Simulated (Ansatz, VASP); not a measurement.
# One calculation of ZnSe, two programs

File INCAR:

```
PREC = Accurate ; ENCUT = 500
EDIFF = 1E-6 ; ISMEAR = 0
SIGMA = 0.01 ; LREAL = False
LASPH = True ; NELM = 120
ALGO = Normal ; ISIF = 2
LWAVE = False ; LCHARG = True
GGA = PE ; LELF = True
LVHAR = True ; NBANDS = 16
GGA_COMPAT = False
```

KPOINTS

```
regular mesh
0
Gamma
  6 6 6
```

POSCAR

```
ZnSe
1.0
    0.0000000000      2.8369694732      2.8369694732
    2.8369694732      0.0000000000      2.8369694732
    2.8369694732      2.8369694732      0.0000000000
Zn Se
1 1
Direct
    0.0000000000      0.0000000000      0.0000000000
    0.2500000000      0.2500000000      0.2500000000
```

Input for Ansatz:

```yaml
crystal:
  lattice:
    - [0.0, 2.8369694732, 2.8369694732]
    - [2.8369694732, 0.0, 2.8369694732]
    - [2.8369694732, 2.8369694732, 0.0]
  atoms:
    - { symbol: Zn, position: [0.0, 0.0, 0.0] }
    - { symbol: Se, position: [0.25, 0.25, 0.25] }
kpoints:
  mp_grid: { grid: [6, 6, 6] }
hamiltonian:
  xc: pbe
scf:
  occupations: { method: fixed }
  n_extra_bands: 4
output:
  forces: true
  stress: true
  eigenvalues: true
```

Alike in both runs: task single point; functional PBE; k mesh 6 × 6 × 6; no spin polarisation.

|  | VASP | Ansatz |
| --- | --- | --- |
| version | VASP 6.6.1 | Ansatz 0.2.0 |
| potentials or method | VASP PAW PBE potentials, release 64 (Zn, Se) | plane waves, PAW |
| plane-wave cutoff (eV) | 500 | 420 |
| occupations | gaussian, width 0.01 eV | fixed |
| valence electrons in the cell | 18 | 28 |

|  | VASP | Ansatz | Ansatz less VASP |
| --- | --- | --- | --- |
| gap on the k mesh at the Fermi level (eV) | 1.28 | 1.27 | -0.002 |
| pressure (GPa) | 2.1 | 1.9 | -0.23 |

VASP's potentials hold 18 valence electrons a cell and Ansatz's 28, so a difference there can come from the potentials and not from the codes.
